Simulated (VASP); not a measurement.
# Rb (Fm-3m) in VASP: further runs

Runs on Rb. Level: PBE. Tasks: single point.

Program: VASP 6.6.1. These are calculated values, not measurements. Logs are shortened: lines on timing, memory, paths and dates and some standing lists are left out, and cuts for length are marked.

### 1 The cell of the first run

It takes space group Fm-3m (No. 225, cubic). Conventional cell: a = 7.153 Å, b = 7.153 Å, c = 7.153 Å, α = 90.00°, β = 90.00°, γ = 90.00°.

### 2 Single point, PBE

The input, INCAR:

```
  ALGO = Normal
  EDIFF = 1E-6
  ENCUT = 520
  GGA = PE
  ISIF = 2
  ISMEAR = -1
  LASPH = T
  LCHARG = F
  LREAL = F
  LWAVE = F
  NBANDS = 10
  NELM = 60
  PREC = Accurate
  SIGMA = 0.1
```

The input, KPOINTS:

```
k-points
0
Gamma
  9 9 9
```

The input, POSCAR:

```
Rb
1.0
    0.0000000000      3.5764619796      3.5764619796
    3.5764619796      0.0000000000      3.5764619796
    3.5764619796      3.5764619796      0.0000000000
Rb
1
Direct
    0.0000000000      0.0000000000      0.0000000000
```

Potentials or basis: VASP PAW PBE potentials, release 64 (Rb_sv).

Started as:

```sh
$ cat potpaw_PBE.64/Rb_sv/POTCAR > POTCAR
$ mpirun -np 1 vasp_std > vasp.out
```

OUTCAR:

```text
EDIFF = 1E-6
   ENCUT = 520
   GGA = PE
   ISIF = 2
   ISMEAR = -1
   LASPH = T
   LREAL = F
   NELM = 60
   PREC = Accurate

 ion  position               nearest neighbor table
   1  0.000  0.000  0.000-

  LATTYP: Found a face centered cubic cell.
 ALAT       =     7.1529239592

  Lattice vectors:

 A1 = (   0.0000000000,   3.5764619796,   3.5764619796)
 A2 = (   3.5764619796,   0.0000000000,   3.5764619796)
 A3 = (   3.5764619796,   3.5764619796,   0.0000000000)

Analysis of symmetry for initial positions (statically):
=====================================================================
 Subroutine PRICEL returns:
 Original cell was already a primitive cell.

 Routine SETGRP: Setting up the symmetry group for a
 face centered cubic supercell.

 Subroutine GETGRP returns: Found 48 space group operations
 (whereof 48 operations were pure point group operations)
 out of a pool of 48 trial point group operations.

The static configuration has the point symmetry O_h .

Analysis of symmetry for dynamics (positions and initial velocities):
=====================================================================
 Subroutine PRICEL returns:
 Original cell was already a primitive cell.

 Routine SETGRP: Setting up the symmetry group for a
 face centered cubic supercell.

 Subroutine GETGRP returns: Found 48 space group operations
 (whereof 48 operations were pure point group operations)
 out of a pool of 48 trial point group operations.

The dynamic configuration has the point symmetry O_h .

 Subroutine INISYM returns: Found 48 space group operations
 (whereof 48 operations are pure point group operations),
 and found     1 'primitive' translations

----------------------------------------------------------------------------------------

                                     Primitive cell

  volume of cell :      91.4936

  direct lattice vectors                    reciprocal lattice vectors
     0.000000000  3.576461980  3.576461980    -0.139802968  0.139802968  0.139802968
     3.576461980  0.000000000  3.576461980     0.139802968 -0.139802968  0.139802968
     3.576461980  3.576461980  0.000000000     0.139802968  0.139802968 -0.139802968

  length of vectors
     5.057881037  5.057881037  5.057881037     0.242145844  0.242145844  0.242145844

  position of ions in fractional coordinates (direct lattice)
     0.000000000  0.000000000  0.000000000

  ion indices of the primitive-cell ions
   primitive index   ion index
                 1           1

[... 78 lines left out ...]
   ISYM   =      2    0-nonsym 1-usesym 2-fastsym
   POTIM  = 0.5000    time-step for ionic-motion
   TEBEG  =    0.0;   TEEND  =   0.0 temperature during run
   PSTRESS=    0.0 pullay stress
   NELECT =       9.0000    total number of electrons
   NUPDOWN=      -1.0000    fix difference up-down
   EMIN   =  10.00;   EMAX   =-10.00  energy-range for DOS
   EFERMI =   0.00;   METHOD = LEGACY
   ISMEAR =    -1;   SIGMA  =   0.10  broadening in eV -4-tet -1-fermi 0-gaus
   EFERMI_NEDOS =   21; number of points for ismear=-14 and -15
   IALGO  =     38    algorithm
   IMIX   =      4    mixing-type and parameters
     AMIX     =   0.40;   BMIX     =  1.00
     AMIX_MAG =   1.60;   BMIX_MAG =  1.00
  volume/ion in A,a.u.               =      91.49       617.43
  Fermi-wavevector in a.u.,A,eV,Ry     =   0.755716  1.428097  7.770382  0.571107
  Thomas-Fermi vector in A             =   1.853674
   LORBIT       =      0    0 simple, 1 ext, 2 COOP (PROOUT), +10 PAW based schemes
   GGA     = PE    functional components
   LHFCALC =     F    Hartree Fock is set to
   AEXX    =    0.0000 exact exchange contribution
   IVDW    =     0    specifies the selected vdW correction
   LEPSILON=     F    determine dielectric tensor
   LRPA    =     F    only Hartree local field effects (RPA)
 non-spin polarized calculation
  energy-cutoff  :      520.00
  volume of cell :       91.49
 maximum number of plane-waves:      2489
 NGX is ok and might be reduce to    40
   NGX = 19   NGY = 19   NGZ = 19

 number of electron       9.0000000 magnetization

 Free energy of the ion-electron system (eV)
  ---------------------------------------------------
  ext. energy  EPLUGINS =         0.00000000
  ---------------------------------------------------
  free energy    TOTEN  =        -0.95209276 eV

  energy without entropy =       -0.92263253  energy(sigma->0) =       -0.93736265

 E-fermi :   0.0132     XC(G=0):  -5.4524

 val. band max:       -0.0973700674   @ k =   0.4444   0.0000   0.0000
 cond. band min:       0.0521274349   @ k =   0.4444   0.3333   0.0000
 fundamental gap:      0.1494975023
 Fermi energy:         0.0131771182

 k-point     1 :       0.0000    0.0000    0.0000
  band No.  band energies     occupation
      1     -28.9004      2.00000
      2     -12.9443      2.00000
      3     -12.9443      2.00000
      4     -12.9443      2.00000
      5      -1.9656      2.00000
      6       3.5885      0.00000
      7       3.5885      0.00000
      8       3.5885      0.00000
      9       4.9174      0.00000
     10       4.9174      0.00000
[... 287 lines left out ...]
 k-point    24 :       0.4444    0.4444    0.0000
  band No.  band energies     occupation
      1     -28.8957      2.00000
      2     -13.0289      2.00000
      3     -12.9771      2.00000
      4     -12.9771      2.00000
      5       0.4003      0.04082
      6       1.6032      0.00000
      7       1.8557      0.00000
      8       4.3998      0.00000
      9       4.3998      0.00000
     10       5.0103      0.00000

 [... further k-points ...]

------------------------ aborting loop because EDIFF is reached ----------------------------------------

  FORCE on cell =-STRESS in cart. coord.  units (eV):
  Direction    XX          YY          ZZ          XY          YZ          ZX
  --------------------------------------------------------------------------------------
  -------------------------------------------------------------------------------------
  Total        0.0012366      0.0012366      0.0012366      0.0000000      0.0000000      0.0000000
  in kB        0.0216545      0.0216545      0.0216545      0.0000000      0.0000000      0.0000000
  external PRESSURE =       0.0216545 kB  Pullay stress =       0.0000000 kB

 VOLUME and BASIS-vectors are now :
 -----------------------------------------------------------------------------
  energy-cutoff  :      520.00
  volume of cell :       91.49
      direct lattice vectors                 reciprocal lattice vectors
     0.000000000  3.576461980  3.576461980    -0.139802968  0.139802968  0.139802968
     3.576461980  0.000000000  3.576461980     0.139802968 -0.139802968  0.139802968
     3.576461980  3.576461980  0.000000000     0.139802968  0.139802968 -0.139802968

 POSITION                                       TOTAL-FORCE (eV/Angst)
 -----------------------------------------------------------------------------------
      0.00000      0.00000      0.00000         0.000000      0.000000      0.000000
 -----------------------------------------------------------------------------------
    total drift:                               -0.000000      0.000000     -0.000000

  FREE ENERGIE OF THE ION-ELECTRON SYSTEM (eV)
  ---------------------------------------------------
  free  energy   TOTEN  =        -0.9520927605 eV

  energy  without entropy=       -0.9226325299  energy(sigma->0) =       -0.93736265
```

stdout:

```text
POSCAR found type information on POSCAR Rb
 POSCAR found :  1 types and       1 ions
 scaLAPACK will be used
 LDA part: xc-table for (Slater+PW92), standard interpolation
 POSCAR, INCAR and KPOINTS ok, starting setup
 FFT: planning ... GRIDC
 FFT: planning ... GRID_SOFT
 FFT: planning ... GRID
 WAVECAR not read
 entering main loop
```

Wall time 18 s (1 thread of Intel Xeon Platinum 8488C (Sapphire Rapids), shared host); peak memory 0.23 GiB.

What came out:

| Property | Result |
| --- | --- |
| Free energy | -0.9521 eV |
| Pressure | 0.0 GPa |

Levels at points of the mesh, in eV from the Fermi level:
```tsv
k point	band 1	band 2	band 3	band 4	band 5	band 6	band 7	band 8	band 9	band 10
(0.00, 0.00, 0.00)	-28.91	-12.96	-12.96	-12.96	-1.98	3.58	3.58	3.58	4.90	4.90
```

### 3 Single point, PBE (volume scaled by 1.04)

The input, INCAR:

```
PREC = Accurate
ENCUT = 520
EDIFF = 1E-6
ISMEAR = -1
SIGMA = 0.1
LREAL = F
LASPH = T
NELM = 80
ALGO = Normal
ISIF = 2
LWAVE = F
LCHARG = F
GGA = PE
NBANDS = 10
```

The input, KPOINTS:

```
Automatic mesh
0
Gamma
  9 9 9
```

The input, POSCAR:

```
Rb
1.0
    0.0000000000      3.6235260870      3.6235260870
    3.6235260870      0.0000000000      3.6235260870
    3.6235260870      3.6235260870      0.0000000000
Rb
1
Direct
    0.0000000000      0.0000000000      0.0000000000
```

Potentials or basis: VASP PAW PBE potentials, release 64 (Rb_sv).

Started as:

```sh
$ cat potpaw_PBE.64/Rb_sv/POTCAR > POTCAR
$ mpirun -np 1 vasp_std > vasp.out
```

OUTCAR:

```text
PREC = Accurate
   ENCUT = 520
   EDIFF = 1E-6
   ISMEAR = -1
   LREAL = F
   LASPH = T
   NELM = 80
   ISIF = 2
   GGA = PE

 ion  position               nearest neighbor table
   1  0.000  0.000  0.000-

  LATTYP: Found a face centered cubic cell.
 ALAT       =     7.2470521740

  Lattice vectors:

 A1 = (   0.0000000000,   3.6235260870,   3.6235260870)
 A2 = (   3.6235260870,   0.0000000000,   3.6235260870)
 A3 = (   3.6235260870,   3.6235260870,   0.0000000000)

Analysis of symmetry for initial positions (statically):
=====================================================================
 Subroutine PRICEL returns:
 Original cell was already a primitive cell.

 Routine SETGRP: Setting up the symmetry group for a
 face centered cubic supercell.

 Subroutine GETGRP returns: Found 48 space group operations
 (whereof 48 operations were pure point group operations)
 out of a pool of 48 trial point group operations.

The static configuration has the point symmetry O_h .

Analysis of symmetry for dynamics (positions and initial velocities):
=====================================================================
 Subroutine PRICEL returns:
[... 163 lines left out ...]
  band No.  band energies     occupation
      1     -29.0073      2.00000
      2     -13.0546      2.00000
      3     -13.0546      2.00000
      4     -13.0546      2.00000
      5      -1.9996      2.00000
      6       3.4679      0.00000
      7       3.4679      0.00000
      8       3.4679      0.00000
      9       4.7596      0.00000
     10       4.7596      0.00000
[... 287 lines left out ...]
 k-point    24 :       0.4444    0.4444    0.0000
  band No.  band energies     occupation
      1     -29.0034      2.00000
      2     -13.1281      2.00000
      3     -13.0832      2.00000
      4     -13.0832      2.00000
      5       0.3207      0.03799
      6       1.4838      0.00000
      7       1.7798      0.00000
      8       4.1973      0.00000
      9       4.1973      0.00000
     10       4.7373      0.00000

 [... further k-points ...]

------------------------ aborting loop because EDIFF is reached ----------------------------------------

  FORCE on cell =-STRESS in cart. coord.  units (eV):
  Direction    XX          YY          ZZ          XY          YZ          ZX
  --------------------------------------------------------------------------------------
  -------------------------------------------------------------------------------------
  Total       -0.0573157     -0.0573157     -0.0573157      0.0000000      0.0000000     -0.0000000
  in kB       -0.9650725     -0.9650725     -0.9650725      0.0000000      0.0000000     -0.0000000
  external PRESSURE =      -0.9650725 kB  Pullay stress =       0.0000000 kB

 VOLUME and BASIS-vectors are now :
 -----------------------------------------------------------------------------
  energy-cutoff  :      520.00
  volume of cell :       95.15
      direct lattice vectors                 reciprocal lattice vectors
     0.000000000  3.623526087  3.623526087    -0.137987140  0.137987140  0.137987140
     3.623526087  0.000000000  3.623526087     0.137987140 -0.137987140  0.137987140
     3.623526087  3.623526087  0.000000000     0.137987140  0.137987140 -0.137987140

 POSITION                                       TOTAL-FORCE (eV/Angst)
 -----------------------------------------------------------------------------------
      0.00000      0.00000      0.00000         0.000000      0.000000      0.000000
 -----------------------------------------------------------------------------------
    total drift:                               -0.000000     -0.000000     -0.000000

  FREE ENERGIE OF THE ION-ELECTRON SYSTEM (eV)
  ---------------------------------------------------
  free  energy   TOTEN  =        -0.9509448935 eV

  energy  without entropy=       -0.9209909468  energy(sigma->0) =       -0.93596792
```

OSZICAR:

```text
N       E                     dE             d eps       ncg     rms          rms(c)
DAV:   1     0.440675450892E+02    0.44068E+02   -0.32768E+03   700   0.651E+02
DAV:   2     0.189566906552E+01   -0.42172E+02   -0.41480E+02   776   0.124E+02
DAV:   3    -0.830600944526E+00   -0.27263E+01   -0.27113E+01   952   0.329E+01
DAV:   4    -0.947333000782E+00   -0.11673E+00   -0.11650E+00  1004   0.581E+00
DAV:   5    -0.949270607598E+00   -0.19376E-02   -0.19375E-02   940   0.664E-01    0.114E+00
DAV:   6    -0.949924835263E+00   -0.65423E-03   -0.18682E-03   982   0.250E-01    0.684E-01
DAV:   7    -0.950821390136E+00   -0.89655E-03   -0.27547E-03   804   0.306E-01    0.441E-02
DAV:   8    -0.950932031887E+00   -0.11064E-03   -0.10130E-04   830   0.782E-02    0.227E-02
DAV:   9    -0.950945130434E+00   -0.13099E-04   -0.13940E-05   874   0.291E-02    0.537E-03
DAV:  10    -0.950944893538E+00    0.23690E-06   -0.39609E-06   982   0.110E-02
   1 F= -.95094489E+00 E0= -.93596792E+00  d E =-.299539E-01
```

Wall time 18 s (1 thread of Intel Xeon Platinum 8488C (Sapphire Rapids), shared host); peak memory 0.23 GiB.

What came out:

- Free energy: -0.9509 eV
- Pressure: -0.1 GPa

Levels at points of the mesh, in eV from the Fermi level:
```csv
k point,band 1,band 2,band 3,band 4,band 5,band 6,band 7,band 8,band 9,band 10
"(0.00, 0.00, 0.00)",-28.93,-12.98,-12.98,-12.98,-1.93,3.54,3.54,3.54,4.83,4.83
```

### 4 Single point, PBE (volume scaled by 1.08)

The input, INCAR:

```
  ALGO = Normal
  EDIFF = 1E-6
  ENCUT = 520
  GGA = PE
  ISIF = 2
  ISMEAR = -1
  LASPH = True
  LCHARG = False
  LREAL = False
  LWAVE = False
  NBANDS = 10
  NELM = 60
  PREC = Accurate
  SIGMA = 0.1
```

The input, KPOINTS:

```
k-points
0
Gamma
  9 9 9
```

The input, POSCAR:

```
Rb
1.0
    0.0000000000      3.6693983756      3.6693983756
    3.6693983756      0.0000000000      3.6693983756
    3.6693983756      3.6693983756      0.0000000000
Rb
1
Direct
    0.0000000000      0.0000000000      0.0000000000
```

Potentials or basis: VASP PAW PBE potentials, release 64 (Rb_sv).

Started as:

```sh
$ cat potpaw_PBE.64/Rb_sv/POTCAR > POTCAR
$ mpirun -np 1 vasp_std > vasp.out
```

OUTCAR:

```text
EDIFF = 1E-6
   ENCUT = 520
   GGA = PE
   ISIF = 2
   ISMEAR = -1
   LASPH = True
   LREAL = False
   NELM = 60
   PREC = Accurate

 ion  position               nearest neighbor table
   1  0.000  0.000  0.000-

  LATTYP: Found a face centered cubic cell.
 ALAT       =     7.3387967512

  Lattice vectors:

 A1 = (   0.0000000000,   3.6693983756,   3.6693983756)
 A2 = (   3.6693983756,   0.0000000000,   3.6693983756)
 A3 = (   3.6693983756,   3.6693983756,   0.0000000000)

[... 487 lines left out ...]
      9       4.0089      0.00000
     10       4.4849      0.00000

 [... further k-points ...]

------------------------ aborting loop because EDIFF is reached ----------------------------------------

  FORCE on cell =-STRESS in cart. coord.  units (eV):
  Direction    XX          YY          ZZ          XY          YZ          ZX
  --------------------------------------------------------------------------------------
  -------------------------------------------------------------------------------------
  Total       -0.1101051     -0.1101051     -0.1101051     -0.0000000     -0.0000000      0.0000000
  in kB       -1.7852680     -1.7852680     -1.7852680     -0.0000000     -0.0000000      0.0000000
  external PRESSURE =      -1.7852680 kB  Pullay stress =       0.0000000 kB

 VOLUME and BASIS-vectors are now :
 -----------------------------------------------------------------------------
  energy-cutoff  :      520.00
  volume of cell :       98.81
      direct lattice vectors                 reciprocal lattice vectors
     0.000000000  3.669398376  3.669398376    -0.136262120  0.136262120  0.136262120
     3.669398376  0.000000000  3.669398376     0.136262120 -0.136262120  0.136262120
     3.669398376  3.669398376  0.000000000     0.136262120  0.136262120 -0.136262120

 POSITION                                       TOTAL-FORCE (eV/Angst)
 -----------------------------------------------------------------------------------
      0.00000      0.00000      0.00000         0.000000     -0.000000      0.000000
 -----------------------------------------------------------------------------------
    total drift:                               -0.000000     -0.000000     -0.000000

  FREE ENERGIE OF THE ION-ELECTRON SYSTEM (eV)
  ---------------------------------------------------
  free  energy   TOTEN  =        -0.9477331600 eV

  energy  without entropy=       -0.9172736509  energy(sigma->0) =       -0.93250341
```

It took 18 s on 1 thread of Intel Xeon Platinum 8488C (Sapphire Rapids), shared host; peak memory 0.23 GiB.

Results:

- Free energy: -0.9477 eV
- Pressure: -0.2 GPa

Levels at points of the mesh, in eV from the Fermi level:
| k point | band 2 | band 3 | band 4 | band 5 | band 6 | band 7 | band 8 | band 9 |
| --- | --- | --- | --- | --- | --- | --- | --- | --- |
| (0.00, 0.00, 0.00) | -13.00 | -13.00 | -13.00 | -1.88 | 3.51 | 3.51 | 3.51 | 4.77 |

### 5 The runs side by side

```tsv
cell	gap on the mesh (eV)	pressure (GPa)
a = 5.058 Å, angles 60.0°, 1 atom	none	0.0
a = 5.124 Å, angles 60.0°, 1 atom	none	-0.1
a = 5.189 Å, angles 60.0°, 1 atom	none	-0.2
```

Alike in all rows: task single point; level PBE; potentials or basis VASP PAW PBE potentials, release 64 (Rb_sv); no spin polarisation; k mesh 9 × 9 × 9; cutoff (eV) 520; smearing fermi-dirac 0.1 eV.

Absolute energies hang on the potentials; compare differences alone.
